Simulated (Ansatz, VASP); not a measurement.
## P: VASP beside Ansatz

```
P
1.0
     3.23076    0.00000    0.00000
     0.00000   34.29472    0.00000
     0.00000    0.00000    4.78523
P
4
Direct
  0.00000 0.97026 0.59215
  0.00000 0.02974 0.40785
  0.50000 0.02974 0.09215
  0.50000 0.97026 0.90785
```

Alike in both runs: task single point; functional PBEsol; k mesh 10 × 1 × 8; occupations gaussian, width 0.05 eV; no spin polarisation.

|  | VASP | Ansatz |
| --- | --- | --- |
| version | VASP 6.6.1 | Ansatz 0.2.0 |
| potentials or method | VASP PAW PBE potentials, release 64 (P), cutoff 520 eV | scalar-relativistic, plane waves, PAW |
| valence electrons in the cell | 20 | 20 |

```tsv
	VASP	Ansatz	Ansatz less VASP
gap on the k mesh at the Fermi level (eV)	1.05	1.02	-0.027
least direct gap on the mesh (eV)	1.16	1.14	-0.018
rms of the force components (eV/Å)	0.192	0.196	+0.0039
```

VASP's potentials were made for PBE, not for PBEsol. Atom by atom the forces differ by 0.012 eV/Å (rms over components).
